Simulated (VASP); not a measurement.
Wanted: the native input for a VASP 6.6.1 run.

- Task: single point
- Functional: PBE
- Potentials or basis: VASP PAW PBE potentials, release 64 (Tl_d, B, Te)
- Cutoff: 520 eV
- k mesh: 4 × 4 × 4
- Occupations: gaussian, width 0.2 eV
- Spin: no spin polarisation
- Dipole correction: no
- Further INCAR settings: ALGO = Normal; EDIFF = 1e-06; NBANDS = 35

The structure of Tl2B6Te lies in POSCAR:

```
Tl2B6Te
1.0
   -0.0445617825      3.5081692817      3.5082641292
    6.1760602068      0.0307561989      3.5281085093
    6.1653817614      3.5390430387      0.0197088314
Tl B Te
2 6 1
Direct
    0.7499075761      0.7510925480      0.7512518582
    0.2497480676      0.2510376639      0.2512987596
    0.6765645670      0.6677535325      0.3230789431
    0.3318796912      0.3232221738      0.6677633190
    0.4057025053      0.5947071148      0.5951130120
    0.6029136998      0.3961544736      0.3956147506
    0.3318681862      0.6678530764      0.3231447466
    0.6765891295      0.3231345865      0.6676488261
   -0.0251734227      0.0250448306      1.0250857849
```

These files were run (other wordings do the same):

INCAR

```
SYSTEM = Tl2B6Te
PREC = Accurate ; ENCUT = 520
EDIFF = 1E-6 ; ISMEAR = 0
SIGMA = 0.2 ; LREAL = .False.
LASPH = .True. ; NELM = 100
ALGO = Normal ; ISIF = 2
LWAVE = .False. ; LCHARG = .False.
GGA = PE ; NBANDS = 35
```

KPOINTS

```
Automatic mesh
0
Gamma
  4 4 4
  0 0 0
```

Potentials or basis: VASP PAW PBE potentials, release 64 (Tl_d, B, Te).

Command:

```console
$ cat potpaw_PBE.64/Tl_d/POTCAR potpaw_PBE.64/B/POTCAR potpaw_PBE.64/Te/POTCAR > POTCAR
$ mpirun -np 1 vasp_std > vasp.out
```

Results of the run:

```yaml
Pressure: 0.1 GPa
Largest_force: 0.022 eV/Å
Band_gap_on_the_k_mesh: zero (band 25 reaches 5.72 eV, above the bottom of band 26 at 3.97 eV)
```

Caveat: spin-orbit coupling is left out, which moves the levels of the heavy elements.

It took 2.3 min on 1 thread of Intel(R) Xeon(R) 6975P-C (Granite Rapids), on a shared host, peak memory 0.41 GiB.
